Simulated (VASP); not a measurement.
Wanted: the native input for a VASP 6.6.1 run.

| Property | Result |
| --- | --- |
| Task | single point |
| Functional | PBEsol |
| Potentials or basis | VASP PAW PBE potentials, release 64 (B, N) |
| Cutoff | 520 eV |
| k mesh | 12 × 12 × 12 |
| Occupations | gaussian, width 0.05 eV |
| Spin | no spin polarisation |
| Dipole correction | no |
| Further INCAR settings | ALGO = Normal; EDIFF = 1e-06; NBANDS = 11 |

The structure of BN lies in POSCAR:

```
BN
1.0
    1.2511217832      0.7223354983      3.3729344033
   -1.2511217832      0.7223354983      3.3729344033
    0.0000000000     -1.4446709967      3.3729344033
B N
1 1
Direct
    0.9996712000      0.9996712000      0.9996712000
    0.4497690771      0.3014097946      0.2471065283
```

This cell differs from its parent crystal: all N atoms moved +0.263 Å, as atom 2 along Cartesian [1 1 0].

One way to write it, as run:

INCAR

```
SYSTEM = BN
ALGO = Normal ; EDIFF = 1E-6
ENCUT = 520 ; GGA = PS
ISIF = 2 ; ISMEAR = 0
LASPH = .True. ; LCHARG = .False.
LREAL = .False. ; LWAVE = .False.
NBANDS = 11 ; NELM = 60
PREC = Accurate ; SIGMA = 0.05
```

KPOINTS

```
k-points
0
Gamma
  12 12 12
  0 0 0
```

Potentials or basis: VASP PAW PBE potentials, release 64 (B, N).

Run with:

```sh
$ cat potpaw_PBE.64/B/POTCAR potpaw_PBE.64/N/POTCAR > POTCAR
$ mpirun -np 1 vasp_std > vasp.out
```

It gave:

```yaml
Pressure: 33.6 GPa
Largest_force: 16.367 eV/Å
Band_gap_on_the_k_mesh: 1.78 eV (least direct gap 3.69 eV)
```

Caveat: the cell differs from its parent crystal (all N atoms moved +0.263 Å, as atom 2 along Cartesian [1 1 0]); the stress differs along the axes, from 0 to 84 GPa; the PAW data sets were made with another functional, which shifts forces and pressure a little.

Wall time 110 s on 1 thread of Intel(R) Xeon(R) 6975P-C (Granite Rapids) (shared host), peak memory 0.29 GiB.
